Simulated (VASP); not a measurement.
# CdSe (Cadmoselite) (P6_3mc) in VASP: notebook

Runs on CdSe (Cadmoselite). Level: PBE. Tasks: single point.

Program: VASP 6.6.1. These are calculated values, not measurements. Logs are shortened: lines on timing, memory, paths and dates and some standing lists are left out, and cuts for length are marked.

### 1 The cell of the first run

Symmetry: P6_3mc, No. 186, hexagonal system. Conventional cell: a = 4.246 Å, b = 4.246 Å, c = 6.938 Å, α = 90.00°, β = 90.00°, γ = 120.00°. Within 3.4 Å of Cd (site symmetry 3m) lie 4 Se at 2.60 Å. Se (site symmetry 3m) has 4 Cd at 2.60 Å within 3.4 Å.

### 2 Single point, PBE (volume scaled by 0.91, then relaxed in part)

INCAR reads:

```
PREC     = Accurate       # precision mode
ENCUT    = 520            # plane-wave cutoff, eV
EDIFF    = 1E-6           # SCF threshold, eV
ISMEAR   = 0              # smearing method
SIGMA    = 0.02           # smearing width, eV
LREAL    = F              # projectors in reciprocal space
LASPH    = T              # aspherical terms in the spheres
NELM     = 80             # most SCF steps
ALGO     = Normal         # electronic algorithm
ISIF     = 2              # what is computed and relaxed
LWAVE    = F              # write WAVECAR
LCHARG   = F              # write CHGCAR
GGA      = PE             # functional
NBANDS   = 26             # bands
```

KPOINTS reads:

```
Automatic mesh
0
Gamma
  9 9 6
```

POSCAR reads:

```
CdSe
1.0
    4.2456646105      0.0000000000      0.0000000000
   -2.1228323053      3.6768534087      0.0000000000
    0.0000000000      0.0000000000      6.9382911643
Cd Se
2 2
Direct
    0.3333333333      0.6666666667      0.0048666104
    0.6666666667      0.3333333333      0.5048666104
    0.3333333333      0.6666666667      0.3801333896
    0.6666666667      0.3333333333      0.8801333896
```

Potentials or basis: VASP PAW PBE potentials, release 64 (Cd, Se).

Command:

```
$ cat potpaw_PBE.64/Cd/POTCAR potpaw_PBE.64/Se/POTCAR > POTCAR
$ mpirun -np 1 vasp_std > vasp.out
```

OUTCAR:

```text
PREC = Accurate
   ENCUT = 520
   EDIFF = 1E-6
   ISMEAR = 0
   LREAL = F
   LASPH = T
   NELM = 80
   ISIF = 2
   GGA = PE

 ion  position               nearest neighbor table
   1  0.333  0.667  0.005-   4 2.60   4 2.60   4 2.60   3 2.60
   2  0.667  0.333  0.505-   3 2.60   3 2.60   3 2.60   4 2.60
   3  0.333  0.667  0.380-   2 2.60   2 2.60   2 2.60   1 2.60
   4  0.667  0.333  0.880-   1 2.60   1 2.60   1 2.60   2 2.60

  LATTYP: Found a hexagonal cell.
 ALAT       =     4.2456646105
 C/A-ratio  =     1.6342061375

  Lattice vectors:

 A1 = (   4.2456646105,   0.0000000000,   0.0000000000)
 A2 = (  -2.1228323053,   3.6768534087,   0.0000000000)
 A3 = (   0.0000000000,   0.0000000000,   6.9382911643)

Analysis of symmetry for initial positions (statically):
=====================================================================
 Subroutine PRICEL returns:
 Original cell was already a primitive cell.

 Routine SETGRP: Setting up the symmetry group for a
 hexagonal supercell.

 Subroutine GETGRP returns: Found 12 space group operations
 (whereof  6 operations were pure point group operations)
 out of a pool of 24 trial point group operations.

The static configuration has the point symmetry C_3v.
 The point group associated with its full space group is C_6v.

Analysis of symmetry for dynamics (positions and initial velocities):
=====================================================================
 Subroutine PRICEL returns:
 Original cell was already a primitive cell.

 Routine SETGRP: Setting up the symmetry group for a
 hexagonal supercell.

 Subroutine GETGRP returns: Found 12 space group operations
 (whereof  6 operations were pure point group operations)
 out of a pool of 24 trial point group operations.

The dynamic configuration has the point symmetry C_3v.
 The point group associated with its full space group is C_6v.

 Subroutine INISYM returns: Found 12 space group operations
 (whereof  6 operations are pure point group operations),
 and found     1 'primitive' translations

----------------------------------------------------------------------------------------

                                     Primitive cell

  volume of cell :     108.3115

  direct lattice vectors                    reciprocal lattice vectors
     4.245664611  0.000000000  0.000000000     0.235534384  0.135985840  0.000000000
    -2.122832305  3.676853409  0.000000000     0.000000000  0.271971680  0.000000000
     0.000000000  0.000000000  6.938291164     0.000000000  0.000000000  0.144127708

  length of vectors
     4.245664611  4.245664611  6.938291164     0.271971680  0.271971680  0.144127708

  position of ions in fractional coordinates (direct lattice)
     0.333333333  0.666666667  0.004866610
     0.666666667  0.333333333  0.504866610
     0.333333333  0.666666667  0.380133390
     0.666666667  0.333333333  0.880133390

  ion indices of the primitive-cell ions
   primitive index   ion index
                 1           1
                 2           2
                 3           3
                 4           4

----------------------------------------------------------------------------------------

 KPOINTS: Automatic mesh

Automatic generation of k-mesh.
 Grid dimensions read from file:
 generate k-points for:    9    9    6

 Generating k-lattice:

  Cartesian coordinates                     Fractional coordinates (reciprocal lattice)
     0.026170487  0.015109538  0.000000000     0.111111111  0.000000000  0.000000000
     0.000000000  0.030219076  0.000000000     0.000000000  0.111111111  0.000000000
     0.000000000  0.000000000  0.024021285     0.000000000  0.000000000  0.166666667

  Length of vectors
     0.030219076  0.030219076  0.024021285

  Shift w.r.t. Gamma in fractional coordinates (k-lattice)
     0.000000000  0.000000000  0.000000000

 Subroutine IBZKPT returns following result:
 ===========================================

 Found     48 irreducible k-points:

 Following reciprocal coordinates:
            Coordinates               Weight
  0.000000  0.000000  0.000000      1.000000
  0.111111  0.000000  0.000000      6.000000
  0.222222  0.000000  0.000000      6.000000
  0.333333  0.000000  0.000000      6.000000
  0.444444  0.000000  0.000000      6.000000
  0.111111  0.111111  0.000000      6.000000
[... 16 lines left out ...]
  0.333333  0.222222  0.166667     24.000000
  0.333333  0.333333  0.166667      4.000000
 [... further k-points ...]
   k-points           NKPTS =     48   k-points in BZ     NKDIM =     48   number of bands    NBANDS=     26
   number of dos      NEDOS =    301   number of ions     NIONS =      4
   total plane-waves  NPLWV =  55296
   dimension x,y,z NGX =    32 NGY =   32 NGZ =   54
   dimension x,y,z NGXF=    64 NGYF=   64 NGZF=  108
   ions per type =               2   2
   NGX,Y,Z   is equivalent  to a cutoff of  12.53, 12.53, 12.94 a.u.
   NGXF,Y,Z  is equivalent  to a cutoff of  25.06, 25.06, 25.88 a.u.
 SYSTEM =  unknown system
   PREC   = accura    normal or accurate (medium, high low for compatibility)
   ISTART =      0    job   : 0-new  1-cont  2-samecut
   ICHARG =      2    charge: 1-file 2-atom 10-const
   ISPIN  =      1    spin polarized calculation?
   LNONCOLLINEAR =      F non collinear calculations
   LSORBIT =      F    spin-orbit coupling
   LASPH  =      T    aspherical Exc in radial PAW
   ENCUT  =  520.0 eV  38.22 Ry    6.18 a.u.   7.89  7.89 12.90*2*pi/ulx,y,z
   NELM   =     80;   NELMIN=  2; NELMDL= -5     # of ELM steps
   EDIFF  = 0.1E-05   stopping-criterion for ELM
   LREAL  =      F    real-space projection
   EDIFFG = 0.1E-04   stopping-criterion for IOM
   NSW    =      0    number of steps for IOM
   IBRION =     -1    ionic relax: 0-MD 1-quasi-New 2-CG
   NFREE  =      0    steps in history (QN), initial steepest desc. (CG)
   ISIF   =      2    stress and relaxation
   ISYM   =      2    0-nonsym 1-usesym 2-fastsym
   POTIM  = 0.5000    time-step for ionic-motion
   TEBEG  =    0.0;   TEEND  =   0.0 temperature during run
   PSTRESS=    0.0 pullay stress
   NELECT =      36.0000    total number of electrons
   NUPDOWN=      -1.0000    fix difference up-down
   EMIN   =  10.00;   EMAX   =-10.00  energy-range for DOS
   EFERMI =   0.00;   METHOD = LEGACY
   ISMEAR =     0;   SIGMA  =   0.02  broadening in eV -4-tet -1-fermi 0-gaus
   EFERMI_NEDOS =   21; number of points for ismear=-14 and -15
   IALGO  =     38    algorithm
   IMIX   =      4    mixing-type and parameters
     AMIX     =   0.40;   BMIX     =  1.00
     AMIX_MAG =   1.60;   BMIX_MAG =  1.00
  volume/ion in A,a.u.               =      27.08       182.73
  Fermi-wavevector in a.u.,A,eV,Ry     =   1.134012  2.142971 17.496851  1.285982
  Thomas-Fermi vector in A             =   2.270715
   LORBIT       =      0    0 simple, 1 ext, 2 COOP (PROOUT), +10 PAW based schemes
   GGA     = PE    functional components
   LHFCALC =     F    Hartree Fock is set to
   AEXX    =    0.0000 exact exchange contribution
   IVDW    =     0    specifies the selected vdW correction
   LEPSILON=     F    determine dielectric tensor
   LRPA    =     F    only Hartree local field effects (RPA)
 non-spin polarized calculation
 Gauss-broadening in eV      SIGMA  =   0.02
  energy-cutoff  :      520.00
  volume of cell :      108.31
 maximum number of plane-waves:      2952
 NGX is ok and might be reduce to    32
   NGX = 15   NGY = 15   NGZ = 25

 number of electron      36.0000011 magnetization

 Free energy of the ion-electron system (eV)
  ---------------------------------------------------
  ext. energy  EPLUGINS =         0.00000000
  ---------------------------------------------------
  free energy    TOTEN  =       -10.81400481 eV

  energy without entropy =      -10.81400481  energy(sigma->0) =      -10.81400481

 E-fermi :   1.3784     XC(G=0):  -9.0547

 val. band max:        1.2594262569   @ k =   0.0000   0.0000   0.0000
 cond. band min:       2.0071679584   @ k =   0.0000   0.0000   0.0000
 fundamental gap:      0.7477417015
 Fermi energy:         1.3784236474

 k-point     1 :       0.0000    0.0000    0.0000
  band No.  band energies     occupation
      1     -11.5673      2.00000
      2     -11.1553      2.00000
      3      -6.8088      2.00000
      4      -6.7994      2.00000
      5      -6.7994      2.00000
      6      -6.7237      2.00000
[... 18 lines left out ...]
     25       8.3232      0.00000
     26       9.1092      0.00000

 k-point     2 :       0.1111    0.0000    0.0000
  band No.  band energies     occupation
      1     -11.5255      2.00000
      2     -11.1361      2.00000
      3      -6.7958      2.00000
      4      -6.7841      2.00000
      5      -6.7696      2.00000
      6      -6.7055      2.00000
[... 18 lines left out ...]
     25       8.6303      0.00000
     26       8.8476      0.00000

 k-point     3 :       0.2222    0.0000    0.0000
  band No.  band energies     occupation
      1     -11.4157      2.00000
      2     -11.0903      2.00000
      3      -6.7620      2.00000
      4      -6.7491      2.00000
      5      -6.6864      2.00000
      6      -6.6484      2.00000
[... 18 lines left out ...]
     25       8.5600      0.00000
     26       9.3372      0.00000

 k-point     4 :       0.3333    0.0000    0.0000
  band No.  band energies     occupation
      1     -11.2800      2.00000
      2     -11.0468      2.00000
      3      -6.7317      2.00000
      4      -6.7180      2.00000
      5      -6.6069      2.00000
      6      -6.5877      2.00000
[... 18 lines left out ...]
     25       9.1256      0.00000
     26       9.6479      0.00000
[... 496 lines left out ...]
      1     -11.2009      2.00000
      2     -11.0444      2.00000
      3      -6.7202      2.00000
      4      -6.6864      2.00000
      5      -6.5988      2.00000
      6      -6.5804      2.00000
[... 18 lines left out ...]
     25       8.9204      0.00000
     26       9.9250      0.00000

 k-point    23 :       0.3333    0.2222    0.1667
  band No.  band energies     occupation
      1     -11.1170      2.00000
      2     -11.0387      2.00000
      3      -6.7204      2.00000
      4      -6.6548      2.00000
      5      -6.5822      2.00000
      6      -6.5525      2.00000
[... 18 lines left out ...]
     25       9.4410      0.00000
     26      10.0992      0.00000

 k-point    24 :       0.3333    0.3333    0.1667
  band No.  band energies     occupation
      1     -11.0626      2.00000
      2     -11.0626      2.00000
      3      -6.7256      2.00000
      4      -6.6071      2.00000
      5      -6.6071      2.00000
      6      -6.5455      2.00000
[... 18 lines left out ...]
     25       9.7632      0.00000
     26       9.7632      0.00000

 [... further k-points ...]

------------------------ aborting loop because EDIFF is reached ----------------------------------------

  FORCE on cell =-STRESS in cart. coord.  units (eV):
  Direction    XX          YY          ZZ          XY          YZ          ZX
  --------------------------------------------------------------------------------------
  -------------------------------------------------------------------------------------
  Total        3.7889797      3.7889797      3.8089572     -0.0000000      0.0000000      0.0000000
  in kB       56.0477711     56.0477711     56.3432833     -0.0000000      0.0000000      0.0000000
  external PRESSURE =      56.1462752 kB  Pullay stress =       0.0000000 kB

 VOLUME and BASIS-vectors are now :
 -----------------------------------------------------------------------------
  energy-cutoff  :      520.00
  volume of cell :      108.31
      direct lattice vectors                 reciprocal lattice vectors
     4.245664611  0.000000000  0.000000000     0.235534384  0.135985840  0.000000000
    -2.122832305  3.676853409  0.000000000     0.000000000  0.271971680  0.000000000
     0.000000000  0.000000000  6.938291164     0.000000000  0.000000000  0.144127708

 POSITION                                       TOTAL-FORCE (eV/Angst)
 -----------------------------------------------------------------------------------
     -0.00000      2.45124      0.03377        -0.000000     -0.000000      0.004082
      2.12283      1.22562      3.50291         0.000000      0.000000      0.004082
     -0.00000      2.45124      2.63748         0.000000      0.000000     -0.004082
      2.12283      1.22562      6.10662        -0.000000      0.000000     -0.004082
 -----------------------------------------------------------------------------------
    total drift:                               -0.000000     -0.000000     -0.000162

  FREE ENERGIE OF THE ION-ELECTRON SYSTEM (eV)
  ---------------------------------------------------
  free  energy   TOTEN  =       -10.8140048100 eV

  energy  without entropy=      -10.8140048100  energy(sigma->0) =      -10.81400481
```

Run time: 52 s. Hardware: 1 thread of Intel Xeon 6975P-C (Granite Rapids), shared host; peak memory 0.29 GiB.

What came out:

- Free energy: -10.8140 eV
- Pressure: 5.6 GPa
- Largest force: 0.004 eV/Å
- Band gap on the k mesh: 0.75 eV, direct

Forces on the atoms (eV/Å):
```
Cd   0.000  0.000  0.004
Cd   0.000  0.000  0.004
Se   0.000  0.000 -0.004
Se   0.000  0.000 -0.004
```

### 3 Single point, PBE (volume scaled by 0.94, then relaxed in part)

INCAR reads:

```
SYSTEM = CdSe
PREC = Accurate
ENCUT = 520
EDIFF = 1E-6
ISMEAR = 0
SIGMA = 0.02
LREAL = .FALSE.
LASPH = .TRUE.
NELM = 60
ALGO = Normal
ISIF = 2
LWAVE = .FALSE.
LCHARG = .FALSE.
GGA = PE
NBANDS = 26
```

KPOINTS reads:

```
Automatic mesh
0
G
  9 9 6
  0 0 0
```

POSCAR reads:

```
CdSe
1.0
    4.2930898711      0.0000000000      0.0000000000
   -2.1465449356      3.7179248891      0.0000000000
    0.0000000000      0.0000000000      7.0095540630
Cd Se
2 2
Direct
    0.3333333333      0.6666666667      0.0046130448
    0.6666666667      0.3333333333      0.5046130448
    0.3333333333      0.6666666667      0.3803869552
    0.6666666667      0.3333333333      0.8803869552
```

Potentials or basis: VASP PAW PBE potentials, release 64 (Cd, Se).

Command:

```
$ cat potpaw_PBE.64/Cd/POTCAR potpaw_PBE.64/Se/POTCAR > POTCAR
$ mpirun -np 1 vasp_std > vasp.out
```

Run time: 52 s. Hardware: 1 thread of Intel Xeon 6975P-C (Granite Rapids), shared host; peak memory 0.3 GiB.

The run converged. Its results:

- Free energy: -10.9152 eV
- Pressure: 3.5 GPa
- Largest force: 0.011 eV/Å
- Band gap on the k mesh: 0.68 eV, direct

Forces on the atoms (eV/Å):
```
Cd   0.000  0.000  0.011
Cd   0.000  0.000  0.011
Se   0.000  0.000 -0.011
Se   0.000  0.000 -0.011
```

Levels at points of the mesh, in eV from the valence-band top:
```csv
k point,band 14,band 15,band 16,band 17,band 18,band 19,band 20,band 21,band 22,band 23
"(0.00, 0.00, 0.00)",-0.77,-0.77,-0.05,0.00,0.00,0.68,2.21,5.86,5.86,6.14
"(0.00, 0.00, 0.50)",-2.68,-0.40,-0.40,-0.40,-0.40,2.39,2.39,5.86,5.86,6.26
```
